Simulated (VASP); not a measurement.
Input of a VASP 6.6.1 run:

Contents of INCAR:

```
PREC = Accurate
ENCUT = 520
EDIFF = 1E-7
ISMEAR = 0
SIGMA = 0.05
LREAL = False
LASPH = True
NELM = 60
ALGO = Normal
ISIF = 2
LWAVE = False
LCHARG = True
GGA = CA
LELF = True
LVHAR = True
NBANDS = 15
```

File KPOINTS:

```
Automatic mesh
0
Gamma
  6 6 6
```

POSCAR

```
RbBr
1.0
    0.0000000000      3.2904000000      3.4275000000
    3.2904000000      0.0000000000      3.4275000000
    3.2904000000      3.2904000000      0.0000000000
Rb Br
1 1
Direct
    0.0000000000      0.0000000000      0.0000000000
    0.5000000000      0.5000000000      0.5000000000
```

Potentials or basis: VASP PAW LDA potentials, release 64 (Rb_sv, Br).

Command:

```console
$ cat potpaw_LDA.64/Rb_sv/POTCAR potpaw_LDA.64/Br/POTCAR > POTCAR
$ mpirun -np 1 vasp_std > vasp.out
```

Task: Estimate the pressure.

Result: 0.1 GPa.

Task: Estimate the band gap on the k mesh.

Result: 4.13 eV, direct.

Stress tensor (GPa, compression positive):
```
 0.66  0.00  0.00
 0.00  0.66  0.00
 0.00  0.00 -0.92
```

Caveat: the cell differs from its parent crystal (strain -0.040 along x and y, +0.000 along z).
